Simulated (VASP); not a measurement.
# Nb16H (a cell with a defect) in VASP: single point with PBE

Aim: the single point of Nb16H (a cell with a defect) with PBE.

All numbers are computed with VASP 6.6.1; they aren't measurements. Logs are shortened: lines on timing, memory, paths and dates and some standing lists are left out, and cuts for length are marked.

## 1. The cell of the first run

The cell holds a defect, 17 atoms: a = 6.600 Å, b = 6.600 Å, c = 6.600 Å, α = 90.00°, β = 90.00°, γ = 90.00°.

## 2. Single point, PBE

The input, INCAR:

```
PREC = Accurate
ENCUT = 520
EDIFF = 1E-6
ISMEAR = 0
SIGMA = 0.05
LREAL = Auto
LASPH = T
NELM = 100
ALGO = Normal
ISIF = 2
LWAVE = F
LCHARG = T
GGA = PE
LELF = T
LVHAR = T
NBANDS = 118
```

The input, KPOINTS:

```
regular mesh
0
Gamma
  3 3 3
```

The input, POSCAR:

```
Nb16H
1.0
    6.6000000000      0.0000000000      0.0000000000
    0.0000000000      6.6000000000      0.0000000000
    0.0000000000      0.0000000000      6.6000000000
Nb H
16 1
Direct
    0.0024377273     -0.0006478788      0.0004728788
    0.5085509091     -0.0087765152      0.0004677273
   -0.0009113636      0.5006869697      0.0004743939
   -0.0012610606      0.0019130303      0.5004737879
    0.2453630303      0.2543986364      0.2618506061
    0.5004203030      0.4973353030      0.0004716667
    0.5001369697     -0.0003684848      0.5004695455
    0.7493772727      0.2484445455      0.2506112121
   -0.0039419697      0.5037087879      0.5004766667
    0.2513306061      0.7503872727      0.2506127273
    0.2453745455      0.2543896970      0.7391309091
    0.4978545455      0.5010268182      0.5004724242
    0.7522600000      0.7475136364      0.2496337879
    0.7493843939      0.2484380303      0.7503339394
    0.2513392424      0.7503824242      0.7503327273
    0.7522671212      0.7475090909      0.7512816667
    0.3098087879      0.1899793939      0.0005045455
```

Potentials or basis: VASP PAW PBE potentials, release 64 (Nb_sv, H).

Command:

```console
$ cat potpaw_PBE.64/Nb_sv/POTCAR potpaw_PBE.64/H/POTCAR > POTCAR
$ mpirun -np 1 vasp_std > vasp.out
```

OUTCAR:

```text
PREC = Accurate
   ENCUT = 520
   EDIFF = 1E-6
   ISMEAR = 0
   LREAL = Auto
   LASPH = T
   NELM = 100
   ISIF = 2
   GGA = PE

 ion  position               nearest neighbor table
   1  0.002  0.999  0.000-  10 2.85  15 2.85  13 2.86  16 2.86  14 2.87   8 2.87  11 2.89   5 2.89

   2  0.509  0.991  0.000-  17 1.86  13 2.81  16 2.81  14 2.85  15 2.85   8 2.85  10 2.85  11 3.00
                             5 3.00
   3  0.999  0.501  0.000-  13 2.83  16 2.83  10 2.87  15 2.87   8 2.87  14 2.87  11 2.87   5 2.87
[... 23 lines left out ...]
  15  0.251  0.750  0.750-  12 2.84   7 2.85   1 2.85   2 2.85   9 2.87   3 2.87   6 2.87   4 2.87

  16  0.752  0.748  0.751-   2 2.81   9 2.81   3 2.83   1 2.86   6 2.86   4 2.86  12 2.86   7 2.88

  17  0.310  0.190  0.001-   5 1.83  11 1.83   2 1.86

  LATTYP: Found a simple cubic cell.
 ALAT       =     6.6000000000

  Lattice vectors:

 A1 = (   6.6000000000,   0.0000000000,   0.0000000000)
 A2 = (   0.0000000000,   6.6000000000,   0.0000000000)
 A3 = (   0.0000000000,   0.0000000000,   6.6000000000)

Analysis of symmetry for initial positions (statically):
=====================================================================
 Subroutine PRICEL returns:
 Original cell was already a primitive cell.

 Routine SETGRP: Setting up the symmetry group for a
 simple cubic supercell.

 Subroutine GETGRP returns: Found  1 space group operations
 (whereof  1 operations were pure point group operations)
 out of a pool of 48 trial point group operations.

The static configuration has the point symmetry C_1 .

Analysis of symmetry for dynamics (positions and initial velocities):
=====================================================================
 Subroutine PRICEL returns:
 Original cell was already a primitive cell.

 Routine SETGRP: Setting up the symmetry group for a
 simple cubic supercell.

 Subroutine GETGRP returns: Found  1 space group operations
 (whereof  1 operations were pure point group operations)
 out of a pool of 48 trial point group operations.

The dynamic configuration has the point symmetry C_1 .

 Subroutine INISYM returns: Found  1 space group operations
 (whereof  1 operations are pure point group operations),
 and found     1 'primitive' translations

----------------------------------------------------------------------------------------

                                     Primitive cell

  volume of cell :     287.4960

  direct lattice vectors                    reciprocal lattice vectors
[... 112 lines left out ...]
   ISIF   =      2    stress and relaxation
   ISYM   =      2    0-nonsym 1-usesym 2-fastsym
   POTIM  = 0.5000    time-step for ionic-motion
   TEBEG  =    0.0;   TEEND  =   0.0 temperature during run
   PSTRESS=    0.0 pullay stress
   NELECT =     209.0000    total number of electrons
   NUPDOWN=      -1.0000    fix difference up-down
   EMIN   =  10.00;   EMAX   =-10.00  energy-range for DOS
   EFERMI =   0.00;   METHOD = LEGACY
   ISMEAR =     0;   SIGMA  =   0.05  broadening in eV -4-tet -1-fermi 0-gaus
   EFERMI_NEDOS =   21; number of points for ismear=-14 and -15
   IALGO  =     38    algorithm
   IMIX   =      4    mixing-type and parameters
     AMIX     =   0.40;   BMIX     =  1.00
     AMIX_MAG =   1.60;   BMIX_MAG =  1.00
  volume/ion in A,a.u.               =      16.91       114.12
  Fermi-wavevector in a.u.,A,eV,Ry     =   1.472018  2.781710 29.481589  2.166836
  Thomas-Fermi vector in A             =   2.587083
   LORBIT       =      0    0 simple, 1 ext, 2 COOP (PROOUT), +10 PAW based schemes
   GGA     = PE    functional components
   LHFCALC =     F    Hartree Fock is set to
   AEXX    =    0.0000 exact exchange contribution
   IVDW    =     0    specifies the selected vdW correction
   LEPSILON=     F    determine dielectric tensor
   LRPA    =     F    only Hartree local field effects (RPA)
 non-spin polarized calculation
 Gauss-broadening in eV      SIGMA  =   0.05
  energy-cutoff  :      520.00
  volume of cell :      287.50
 maximum number of plane-waves:      7809
 NGX is ok and might be reduce to    50
   NGX = 25   NGY = 25   NGZ = 25

 number of electron     209.0000017 magnetization

 Free energy of the ion-electron system (eV)
  ---------------------------------------------------
  ext. energy  EPLUGINS =         0.00000000
  ---------------------------------------------------
  free energy    TOTEN  =      -167.28640686 eV

  energy without entropy =     -167.27315887  energy(sigma->0) =     -167.27978286

 E-fermi :  11.2348     XC(G=0): -12.5424

 val. band max:       11.2297917688   @ k =   0.3333   0.0000   0.0000
 cond. band min:      11.2697327810   @ k =  -0.3333   0.0000   0.3333
 fundamental gap:      0.0399410122
 Fermi energy:        11.2347879389

 k-point     1 :       0.0000    0.0000    0.0000
  band No.  band energies     occupation
      1     -43.0810      2.00000
      2     -42.9038      2.00000
      3     -42.8902      2.00000
      4     -42.8798      2.00000
      5     -42.8498      2.00000
      6     -42.8496      2.00000
[... 1655 lines left out ...]
    115      13.6619      0.00000
    116      13.7272      0.00000
 [bands above 116 left out]

------------------------ aborting loop because EDIFF is reached ----------------------------------------

  FORCE on cell =-STRESS in cart. coord.  units (eV):
  Direction    XX          YY          ZZ          XY          YZ          ZX
  --------------------------------------------------------------------------------------
  -------------------------------------------------------------------------------------
  Total        3.1427325      3.1401735      5.9703783     -1.2257734     -0.0011913      0.0019299
  in kB       17.5140342     17.4997731     33.2721316     -6.8310736     -0.0066388      0.0107553
  external PRESSURE =      22.7619796 kB  Pullay stress =       0.0000000 kB

 VOLUME and BASIS-vectors are now :
 -----------------------------------------------------------------------------
  energy-cutoff  :      520.00
  volume of cell :      287.50
      direct lattice vectors                 reciprocal lattice vectors
     6.600000000  0.000000000  0.000000000     0.151515152  0.000000000  0.000000000
     0.000000000  6.600000000  0.000000000     0.000000000  0.151515152  0.000000000
     0.000000000  0.000000000  6.600000000     0.000000000  0.000000000  0.151515152

 POSITION                                       TOTAL-FORCE (eV/Angst)
 -----------------------------------------------------------------------------------
      0.01609      6.59572      0.00312         0.001103     -0.002645     -0.000143
      3.35644      6.54207      0.00309         0.021713     -0.022144     -0.000102
      6.59399      3.30453      0.00313        -0.007272      0.007563     -0.000013
      6.59168      0.01263      3.30313         0.019038      0.007976     -0.000028
      1.61940      1.67903      1.72821        -0.015394      0.015393      0.038740
      3.30277      3.28241      0.00311         0.002663     -0.001289      0.000019
[... 9 lines left out ...]
      4.96496      4.93356      4.95846         0.000709     -0.001183      0.005010
      2.04474      1.25386      0.00333        -0.003563      0.003952     -0.000956
 -----------------------------------------------------------------------------------
    total drift:                               -0.001183      0.000632     -0.001427

  FREE ENERGIE OF THE ION-ELECTRON SYSTEM (eV)
  ---------------------------------------------------
  free  energy   TOTEN  =      -167.2864068586 eV

  energy  without entropy=     -167.2731588682  energy(sigma->0) =     -167.27978286
```

OSZICAR:

```text
N       E                     dE             d eps       ncg     rms          rms(c)
DAV:   1     0.314576023457E+04    0.31458E+04   -0.11463E+05  3304   0.188E+03
DAV:   2     0.127775070189E+03   -0.30180E+04   -0.29688E+04  3716   0.828E+02
DAV:   3    -0.143449033187E+03   -0.27122E+03   -0.26221E+03  5232   0.171E+02
DAV:   4    -0.171850437312E+03   -0.28401E+02   -0.27026E+02  5648   0.496E+01
DAV:   5    -0.174038863790E+03   -0.21884E+01   -0.21032E+01  5520   0.138E+01    0.294E+01
DAV:   6    -0.167852802978E+03    0.61861E+01   -0.14738E+01  4664   0.166E+01    0.101E+01
DAV:   7    -0.167253005776E+03    0.59980E+00   -0.66703E+00  4896   0.110E+01    0.429E+00
DAV:   8    -0.167209953253E+03    0.43053E-01   -0.15297E+00  4976   0.565E+00    0.371E+00
DAV:   9    -0.167280327997E+03   -0.70375E-01   -0.36018E-01  5352   0.285E+00    0.167E+00
DAV:  10    -0.167292452698E+03   -0.12125E-01   -0.27198E-01  5368   0.272E+00    0.609E-01
DAV:  11    -0.167286075487E+03    0.63772E-02   -0.47365E-02  4976   0.113E+00    0.143E-01
DAV:  12    -0.167286404936E+03   -0.32945E-03   -0.57815E-03  5408   0.304E-01    0.113E-01
DAV:  13    -0.167286449017E+03   -0.44081E-04   -0.84166E-04  5248   0.147E-01    0.483E-02
DAV:  14    -0.167286425480E+03    0.23537E-04   -0.20284E-04  5256   0.773E-02    0.274E-02
DAV:  15    -0.167286414228E+03    0.11252E-04   -0.43562E-05  5720   0.320E-02    0.159E-02
DAV:  16    -0.167286409224E+03    0.50043E-05   -0.12109E-05  4552   0.196E-02    0.749E-03
DAV:  17    -0.167286407522E+03    0.17021E-05   -0.17641E-06  2256   0.941E-03    0.460E-03
DAV:  18    -0.167286406859E+03    0.66296E-06   -0.86172E-07  2168   0.566E-03
   1 F= -.16728641E+03 E0= -.16727978E+03  d E =-.132480E-01
```

stdout:

```text
POSCAR found type information on POSCAR NbH
 POSCAR found :  2 types and      17 ions
 scaLAPACK will be used
 LDA part: xc-table for (Slater+PW92), standard interpolation
 POSCAR, INCAR and KPOINTS ok, starting setup
 FFT: planning ... GRIDC
 FFT: planning ... GRID_SOFT
 FFT: planning ... GRID
 WAVECAR not read
 entering main loop
```

Wall time 23 min (1 thread of AMD EPYC 7R13 (Zen 3), shared host); peak memory 0.49 GiB.

What came out:

```
Free energy            : -167.2864 eV
Pressure               : 2.3 GPa
Largest force          : 0.044 eV/Å
Band gap on the k mesh : zero (an odd number of electrons rules out a gap without spin polarisation)
```

Forces in eV/Å, atoms in the order of the input:
```
Nb   0.001 -0.003  0.000
Nb   0.022 -0.022  0.000
Nb  -0.007  0.008  0.000
Nb   0.019  0.008  0.000
Nb  -0.015  0.015  0.039
Nb   0.003 -0.001  0.000
Nb   0.009 -0.009  0.000
Nb  -0.003  0.000  0.003
Nb   0.000  0.000  0.000
Nb   0.001  0.004  0.002
Nb  -0.015  0.015 -0.038
Nb  -0.008 -0.019  0.000
Nb   0.001 -0.001 -0.004
Nb  -0.003  0.000 -0.003
Nb   0.000  0.004 -0.002
Nb   0.001 -0.001  0.005
H   -0.004  0.004 -0.001
```

The gap in the log of VASP goes by the Fermi energy; the results here count the filled bands.